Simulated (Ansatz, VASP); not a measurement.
**Ti: VASP beside Ansatz**

```xyz
3
Lattice="4.6570 0.0000 0.0000 -2.3285 4.0330 0.0000 0.0000 0.0000 2.8817" Properties=species:S:1:pos:R:3 pbc="T T T"
Ti    2.3285    1.3443    1.4408
Ti    0.0000    2.6887    1.4408
Ti    0.0000    0.0000    0.0000
```

Change from the starting cell: volume scaled by 1.06.

Alike in both runs: task single point; functional PBEsol; k mesh 7 × 7 × 9; occupations fermi-dirac, width 0.05 eV; no spin polarisation.

|  | VASP | Ansatz |
| --- | --- | --- |
| version | VASP 6.6.1 | Ansatz 0.2.0 |
| potentials or method | VASP PAW PBE potentials, release 64 (Ti_sv), cutoff 520 eV | all-electron LAPW, scalar-relativistic |

```csv
,VASP,Ansatz,Ansatz less VASP
gap on the k mesh at the Fermi level (eV),none,none,-
pressure (GPa),-9.6,-9.3,+0.25
"traceless stress, the component that is largest in VASP (GPa)",-0.12,-0.12,+0.004
```

VASP's potentials were made for PBE, not for PBEsol. A gap of «none» marks a metal or a gap that the smearing closes. Ansatz ran all-electron here, and VASP with PAW potentials.
